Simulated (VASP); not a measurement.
# HfN (NiAs type) (P6_3/mmc) in VASP: relaxation of cell and atoms with PBE

Aim: the relaxation of cell and atoms of HfN (NiAs type) with PBE.

Everything below comes from runs of VASP 6.6.1. Logs are shortened: lines on timing, memory, paths and dates and some standing lists are left out, and cuts for length are marked.

### Step 1. The cell of the first run

Symmetry: P6_3/mmc, No. 194, hexagonal system. Conventional cell: a = 3.012 Å, b = 3.012 Å, c = 4.669 Å, α = 90.00°, β = 90.00°, γ = 120.00°. Hf (site symmetry -3m) has 6 N at 2.09 Å and 2 Hf at 2.33 Å within 2.8 Å. Within 3.1 Å of N (site symmetry -6m2) lie 6 Hf at 2.09 Å and 12 N at 2.91 to 3.01 Å.

### Step 2. Relaxation of cell and atoms, PBE, target pressure 110 GPa, at which the enthalpy is minimised

File INCAR:

```
ALGO = Normal ; EDIFF = 1E-6
EDIFFG = -0.005 ; ENCUT = 600
GGA = PE ; IBRION = 2
ISIF = 3 ; ISMEAR = -1
LASPH = T ; LCHARG = F
LREAL = F ; LWAVE = F
NELM = 80 ; NSW = 60
PREC = Accurate ; PSTRESS = 1100.0
SIGMA = 0.05
```

File KPOINTS:

```
k-points
0
Gamma
  10 10 6
```

File POSCAR:

```
HfN
1.0
    3.0121031752      0.0000000000      0.0000000000
   -1.5060515876      2.6085578686      0.0000000000
    0.0000000000      0.0000000000      4.6687599216
Hf N
2 2
Direct
    0.0000000000      0.0000000000      0.0000000000
    0.0000000000      0.0000000000      0.5000000000
    0.3333333333      0.6666666667      0.2500000000
    0.6666666667      0.3333333333      0.7500000000
```

Potentials or basis: VASP PAW PBE potentials, release 64 (Hf_pv, N).

Started as:

```bash
$ cat potpaw_PBE.64/Hf_pv/POTCAR potpaw_PBE.64/N/POTCAR > POTCAR
$ mpirun -np 1 vasp_std > vasp.out
```

OUTCAR:

```text
EDIFF = 1E-6
   EDIFFG = -0.005
   ENCUT = 600
   GGA = PE
   IBRION = 2
   ISIF = 3
   ISMEAR = -1
   LASPH = T
   LREAL = F
   NELM = 80
   NSW = 60
   PREC = Accurate
   PSTRESS = 1100.0

 ion  position               nearest neighbor table
   1  0.000  0.000  0.000-   3 2.09   4 2.09   4 2.09   3 2.09   4 2.09   3 2.09   2 2.33   2 2.33
                             2 3.81   2 3.81   2 3.81   2 3.81   2 3.81   2 3.81   2 3.81   2 3.81
   2  0.000  0.000  0.500-   3 2.09   4 2.09   4 2.09   3 2.09   4 2.09   3 2.09   1 2.33   1 2.33
                             1 3.81   1 3.81   1 3.81   1 3.81   1 3.81   1 3.81   1 3.81   1 3.81
   3  0.333  0.667  0.250-   1 2.09   2 2.09   1 2.09   2 2.09   1 2.09   2 2.09
   4  0.667  0.333  0.750-   1 2.09   2 2.09   1 2.09   2 2.09   1 2.09   2 2.09

  LATTYP: Found a hexagonal cell.
 ALAT       =     3.0121031752
 C/A-ratio  =     1.5500000000

  Lattice vectors:

 A1 = (   3.0121031752,   0.0000000000,   0.0000000000)
 A2 = (  -1.5060515876,   2.6085578686,   0.0000000000)
 A3 = (   0.0000000000,   0.0000000000,   4.6687599216)

Analysis of symmetry for initial positions (statically):
=====================================================================
 Subroutine PRICEL returns:
 Original cell was already a primitive cell.

 Routine SETGRP: Setting up the symmetry group for a
 hexagonal supercell.

 Subroutine GETGRP returns: Found 24 space group operations
 (whereof 12 operations were pure point group operations)
 out of a pool of 24 trial point group operations.

The static configuration has the point symmetry D_3d.
 The point group associated with its full space group is D_6h.

Analysis of symmetry for dynamics (positions and initial velocities):
=====================================================================
 Subroutine PRICEL returns:
 Original cell was already a primitive cell.

 Routine SETGRP: Setting up the symmetry group for a
 hexagonal supercell.

 Subroutine GETGRP returns: Found 24 space group operations
 (whereof 12 operations were pure point group operations)
 out of a pool of 24 trial point group operations.

The dynamic configuration has the point symmetry D_3d.
 The point group associated with its full space group is D_6h.

 Subroutine INISYM returns: Found 24 space group operations
 (whereof 12 operations are pure point group operations),
 and found     1 'primitive' translations

----------------------------------------------------------------------------------------

                                     Primitive cell

  volume of cell :      36.6836

  direct lattice vectors                    reciprocal lattice vectors
     3.012103175  0.000000000  0.000000000     0.331993940  0.191676790  0.000000000
    -1.506051588  2.608557869  0.000000000     0.000000000  0.383353581  0.000000000
     0.000000000  0.000000000  4.668759922     0.000000000  0.000000000  0.214189639

  length of vectors
     3.012103175  3.012103175  4.668759922     0.383353581  0.383353581  0.214189639

  position of ions in fractional coordinates (direct lattice)
     0.000000000  0.000000000  0.000000000
     0.000000000  0.000000000  0.500000000
     0.333333333  0.666666667  0.250000000
     0.666666667  0.333333333  0.750000000

  ion indices of the primitive-cell ions
   primitive index   ion index
                 1           1
                 2           2
                 3           3
                 4           4

----------------------------------------------------------------------------------------

 KPOINTS: k-points

Automatic generation of k-mesh.
 Grid dimensions read from file:
 generate k-points for:   10   10    6

 Generating k-lattice:

  Cartesian coordinates                     Fractional coordinates (reciprocal lattice)
     0.033199394  0.019167679  0.000000000     0.100000000  0.000000000  0.000000000
     0.000000000  0.038335358  0.000000000     0.000000000  0.100000000  0.000000000
     0.000000000  0.000000000  0.035698273     0.000000000  0.000000000  0.166666667

  Length of vectors
     0.038335358  0.038335358  0.035698273

  Shift w.r.t. Gamma in fractional coordinates (k-lattice)
     0.000000000  0.000000000  0.000000000

 Subroutine IBZKPT returns following result:
 ===========================================

 Found     56 irreducible k-points:

 Following reciprocal coordinates:
            Coordinates               Weight
  0.000000  0.000000  0.000000      1.000000
  0.100000  0.000000  0.000000      6.000000
  0.200000  0.000000  0.000000      6.000000
  0.300000 -0.000000  0.000000      6.000000
  0.400000 -0.000000  0.000000      6.000000
  0.500000  0.000000  0.000000      3.000000
[... 16 lines left out ...]
  0.300000  0.100000  0.166667     24.000000
  0.400000  0.100000  0.166667     24.000000
 [... further k-points ...]
   k-points           NKPTS =     56   k-points in BZ     NKDIM =     56   number of bands    NBANDS=     19
   number of dos      NEDOS =    301   number of ions     NIONS =      4
   total plane-waves  NPLWV =  23040
   dimension x,y,z NGX =    24 NGY =   24 NGZ =   40
   dimension x,y,z NGXF=    48 NGYF=   48 NGZF=   80
   ions per type =               2   2
   NGX,Y,Z   is equivalent  to a cutoff of  13.25, 13.25, 14.24 a.u.
   NGXF,Y,Z  is equivalent  to a cutoff of  26.49, 26.49, 28.49 a.u.
 SYSTEM =  unknown system
   PREC   = accura    normal or accurate (medium, high low for compatibility)
   ISTART =      0    job   : 0-new  1-cont  2-samecut
   ICHARG =      2    charge: 1-file 2-atom 10-const
   ISPIN  =      1    spin polarized calculation?
   LNONCOLLINEAR =      F non collinear calculations
   LSORBIT =      F    spin-orbit coupling
   LASPH  =      T    aspherical Exc in radial PAW
   ENCUT  =  600.0 eV  44.10 Ry    6.64 a.u.   6.02  6.02  9.32*2*pi/ulx,y,z
   NELM   =     80;   NELMIN=  2; NELMDL= -5     # of ELM steps
   EDIFF  = 0.1E-05   stopping-criterion for ELM
   LREAL  =      F    real-space projection
   EDIFFG = -.5E-02   stopping-criterion for IOM
   NSW    =     60    number of steps for IOM
   IBRION =      2    ionic relax: 0-MD 1-quasi-New 2-CG
   NFREE  =      1    steps in history (QN), initial steepest desc. (CG)
   ISIF   =      3    stress and relaxation
   ISYM   =      2    0-nonsym 1-usesym 2-fastsym
   POTIM  = 0.5000    time-step for ionic-motion
   TEBEG  =    0.0;   TEEND  =   0.0 temperature during run
   PSTRESS= 1100.0 pullay stress
   NELECT =      30.0000    total number of electrons
   NUPDOWN=      -1.0000    fix difference up-down
   EMIN   =  10.00;   EMAX   =-10.00  energy-range for DOS
   EFERMI =   0.00;   METHOD = LEGACY
   ISMEAR =    -1;   SIGMA  =   0.05  broadening in eV -4-tet -1-fermi 0-gaus
   EFERMI_NEDOS =   21; number of points for ismear=-14 and -15
   IALGO  =     38    algorithm
   IMIX   =      4    mixing-type and parameters
     AMIX     =   0.40;   BMIX     =  1.00
     AMIX_MAG =   1.60;   BMIX_MAG =  1.00
  volume/ion in A,a.u.               =       9.17        61.89
  Fermi-wavevector in a.u.,A,eV,Ry     =   1.530939  2.893056 31.888995  2.343775
  Thomas-Fermi vector in A             =   2.638353
   LORBIT       =      0    0 simple, 1 ext, 2 COOP (PROOUT), +10 PAW based schemes
   GGA     = PE    functional components
   LHFCALC =     F    Hartree Fock is set to
   AEXX    =    0.0000 exact exchange contribution
   IVDW    =     0    specifies the selected vdW correction
   LEPSILON=     F    determine dielectric tensor
   LRPA    =     F    only Hartree local field effects (RPA)
 conjugate gradient relaxation of ions
 non-spin polarized calculation
  energy-cutoff  :      600.00
  volume of cell :       36.68
 maximum number of plane-waves:      1240
   NGX = 13   NGY = 13   NGZ = 19

--------------------------------------- Ionic step        1  -------------------------------------------

 number of electron      30.0000001 magnetization

 Free energy of the ion-electron system (eV)
  ---------------------------------------------------
  ext. energy  EPLUGINS =         0.00000000
  ---------------------------------------------------
  free energy    TOTEN  =       -37.00119758 eV

  energy without entropy =      -36.99139251  energy(sigma->0) =      -36.99629504

------------------------ aborting loop because EDIFF is reached ----------------------------------------

  FORCE on cell =-STRESS in cart. coord.  units (eV):
  Direction    XX          YY          ZZ          XY          YZ          ZX
  --------------------------------------------------------------------------------------
  -------------------------------------------------------------------------------------
  Total       22.9273935     22.9273935     47.7452523      0.0000000      0.0000000      0.0000000
  in kB     1001.3673023   1001.3673023   2085.3017786      0.0000000      0.0000000      0.0000000
  external PRESSURE =     262.6787944 kB  Pullay stress =    1100.0000000 kB
[... 99 lines left out ...]
  FREE ENERGIE OF THE ION-ELECTRON SYSTEM (eV)
  ---------------------------------------------------
  free  energy   TOTEN  =       -40.4379520224 eV

  energy  without entropy=      -40.4315828347  energy(sigma->0) =      -40.43476743

  enthalpy is  TOTEN    =       -12.9316934983 eV   P V=       27.5062585241

 E-fermi :  10.1151     XC(G=0): -14.5676

 val. band max:       10.0839430747   @ k =   0.3000   0.1000   0.1667
 cond. band min:      10.1406890014   @ k =   0.2000   0.0000   0.5000
 fundamental gap:      0.0567459267
 Fermi energy:        10.1151363973

 k-point     1 :       0.0000    0.0000    0.0000
  band No.  band energies     occupation
      1     -21.2292      2.00000
      2     -19.0025      2.00000
      3     -18.0645      2.00000
      4     -18.0645      2.00000
      5     -17.9038      2.00000
      6     -17.9038      2.00000
[... 11 lines left out ...]
     18      13.6445      0.00000
     19      13.6445      0.00000
[... 489 lines left out ...]
      3     -19.8333      2.00000
      4     -19.1672      2.00000
      5     -18.9443      2.00000
      6     -18.3985      2.00000
[... 11 lines left out ...]
     18      17.5928      0.00000
     19      18.8480      0.00000

 [... further k-points ...]

[... ionic steps 4 to 9 ...]

--------------------------------------- Ionic step       10  -------------------------------------------

 number of electron      29.9999990 magnetization

------------------------ aborting loop because EDIFF is reached ----------------------------------------

  FORCE on cell =-STRESS in cart. coord.  units (eV):
  Direction    XX          YY          ZZ          XY          YZ          ZX
  --------------------------------------------------------------------------------------
  -------------------------------------------------------------------------------------
  Total       25.8434318     25.8434318     25.6913429      0.0000000     -0.0000000      0.0000000
  in kB     1108.1300612   1108.1300613   1101.6087024      0.0000000     -0.0000000      0.0000000
  external PRESSURE =       5.9562750 kB  Pullay stress =    1100.0000000 kB
[... 65 lines left out ...]
  enthalpy is  TOTEN    =       -13.3600952804 eV   P V=       25.7026631855

--------------------------------------- Ionic step       12  -------------------------------------------

 number of electron      29.9999990 magnetization

 Free energy of the ion-electron system (eV)
  ---------------------------------------------------
  ext. energy  EPLUGINS =         0.00000000
  ---------------------------------------------------
  free energy    TOTEN  =       -39.03851260 eV

  energy without entropy =      -39.02364191  energy(sigma->0) =      -39.03107726

 E-fermi :   9.8715     XC(G=0): -13.8210

 val. band max:        9.8555635441   @ k =   0.2000   0.0000   0.5000
 cond. band min:       9.8851645222   @ k =   0.3000  -0.0000   0.3333
 fundamental gap:      0.0296009781
 Fermi energy:         9.8714712936

 k-point     1 :       0.0000    0.0000    0.0000
  band No.  band energies     occupation
      1     -22.3559      2.00000
      2     -20.0627      2.00000
      3     -20.0627      2.00000
      4     -19.7939      2.00000
      5     -19.7939      2.00000
      6     -19.7235      2.00000
[... 11 lines left out ...]
     18      11.2129      0.00000
     19      11.2129      0.00000
[... 489 lines left out ...]
      3     -21.5155      2.00000
      4     -20.6261      2.00000
      5     -20.3150      2.00000
      6     -19.6026      2.00000
[... 11 lines left out ...]
     18      15.7068      0.00000
     19      16.0935      0.00000

 [... further k-points ...]
[... 5 lines left out ...]
  --------------------------------------------------------------------------------------
  -------------------------------------------------------------------------------------
  Total       25.6870763     25.6870763     25.6943305      0.0000000      0.0000000      0.0000000
  in kB     1100.3771788   1100.3771789   1100.6879316      0.0000000      0.0000000      0.0000000
  external PRESSURE =       0.4807631 kB  Pullay stress =    1100.0000000 kB
[... 19 lines left out ...]
  FREE ENERGIE OF THE ION-ELECTRON SYSTEM (eV)
  ---------------------------------------------------
  free  energy   TOTEN  =       -39.0385126011 eV

  energy  without entropy=      -39.0236419133  energy(sigma->0) =      -39.03107726

  enthalpy is  TOTEN    =       -13.3602411063 eV   P V=       25.6782714948

 reached required accuracy - stopping structural energy minimisation
```

Wall time 1.9 min (1 thread of Intel Xeon 6975P-C (Granite Rapids), shared host); peak memory 0.19 GiB.

What came out:

```
Free energy                                                : -39.0385 eV
Relaxed volume                                             : 9.35 Å³/atom
Relaxed cell                                               : a = 2.857 Å, b = 2.857 Å, c = 5.290 Å, α = 90.00°, β = 90.00°, γ = 120.00°
Space group after relaxing (to 0.1 Å)                      : P6_3/mmc (No. 194)
Energy change on relaxing (the run minimises the enthalpy) : -509.3 meV/atom
Ionic steps                                                : 12
Pressure after relaxing                                    : 110.0 GPa
Band gap on the k mesh                                     : zero (bands 15 and 16 overlap by 2.06 eV)
```

The path:
```
step  energy change (eV)  largest force (eV/Å)  pressure (GPa)  volume (Å³)
   1              0.0000                0.0000          136.27        36.68
   2             -4.3057                0.0000           24.59        44.16
   3             -3.4368                0.0000           72.38        40.06
   4             -3.1821                0.0000           78.54        39.67
   5              2.6066                0.0000          196.27        33.07
   6             -2.1215                0.0000          107.89        37.52
   7             -2.0789                0.0000          108.86        37.46
   8             -2.0483                0.0000          109.56        37.42
   9             -1.9789                0.0000          111.55        37.32
  10             -2.0127                0.0000          110.60        37.37
  11             -2.0616                0.0000          109.53        37.44
  12             -2.0373                0.0000          110.05        37.40
```

Final structure:
```
Hf N
1.0
     2.85715    0.00000    0.00000
    -1.42857    2.47436    0.00000
     0.00000    0.00000    5.29039
Hf N
2 2
Direct
  0.00000 0.00000 0.00000
  0.00000 0.00000 0.50000
  0.33333 0.66667 0.25000
  0.66667 0.33333 0.75000
```

Caveat: the cell is relaxed towards a set pressure, so the run minimises the enthalpy, not the energy; spin-orbit coupling is left out, which moves the levels of the heavy elements.
